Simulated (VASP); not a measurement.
Input of a VASP 6.6.1 run:

INCAR

```
  PREC = Accurate
  ENCUT = 520
  EDIFF = 1E-7
  ISMEAR = 0
  SIGMA = 0.15
  LREAL = F
  LASPH = T
  NELM = 100
  ALGO = Fast
  ISIF = 2
  LWAVE = F
  LCHARG = F
  GGA = PS
  NBANDS = 19
```

The input KPOINTS:

```
Automatic mesh
0
Gamma
  24 24 24
```

Contents of POSCAR:

```
Ti
1.0
    0.0000000000     -2.0279211515     -2.0279211515
   -2.0279211515      0.0000000000     -2.0279211515
    2.0279211515      2.0279211515     -4.0558423031
Ti
2
Direct
    0.5133453383      0.5133453383      0.4599639850
   -0.0133453383     -0.0133453383      0.0400360150
```

Potentials or basis: VASP PAW PBE potentials, release 64 (Ti_sv).

Launch:

```bash
$ cat potpaw_PBE.64/Ti_sv/POTCAR > POTCAR
$ mpirun -np 1 vasp_std > vasp.out
```

Question: What does it give for the largest force?

Answer: 2.234 eV/Å.

Question: Estimate the pressure.

Answer: 6.4 GPa.

Stress tensor (GPa, compression positive):
```
 6.42  1.83 -1.83
 1.83  6.42 -1.83
-1.83 -1.83  6.42
```

Caveat: the cell differs from its parent crystal (mode 6 (178.2 1/cm) frozen in, largest displacement +0.188 Å); the PAW data sets were made with another functional, which shifts forces and pressure a little.
